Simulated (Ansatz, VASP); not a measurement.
## YPt3F2 in VASP and in Ansatz

```xyz
6
Lattice="4.9027 0.0000 0.0000 -2.4514 4.2459 0.0000 0.0000 0.0000 5.4988" Properties=species:S:1:pos:R:3 pbc="T T T"
Y     0.0000    0.0000    0.0000
Pt    2.4514    0.0000    2.7494
Pt    1.2257    2.1229    2.7494
Pt   -1.2257    2.1229    2.7494
F     0.0000    2.8306    0.0000
F     2.4514    1.4153    0.0000
```

Change from the starting cell: species swapped into the DyB2Ru3 type (P6/mmm, No. 191).

Alike in both runs: functional PBE; k mesh 3 × 3 × 6; occupations gaussian, width 0.1 eV; no spin polarisation.

Ansatz relaxed the structure, and its values are those at the end. VASP's run is a single point on that final structure, the one shown.

|  | VASP | Ansatz |
| --- | --- | --- |
| version | VASP 6.6.1 | Ansatz 0.2.0 |
| potentials or method | VASP PAW PBE potentials, release 64 (Y_sv, Pt_sv_GW, F), cutoff 700 eV | scalar-relativistic, plane waves, PAW |
| valence electrons in the cell | 79 | 79 |

|  | VASP | Ansatz | Ansatz less VASP |
| --- | --- | --- | --- |
| gap on the k mesh at the Fermi level (eV) | none | none | - |
| pressure (GPa) | -0.2 | 0.1 | +0.25 |

A gap of «none» marks a metal or a gap that the smearing closes. With one functional, cell and mesh, what is left measures potentials, basis and numerics.

The k mesh is coarse, so the values compare programs but aren't converged. Neither program's run includes spin-orbit coupling.
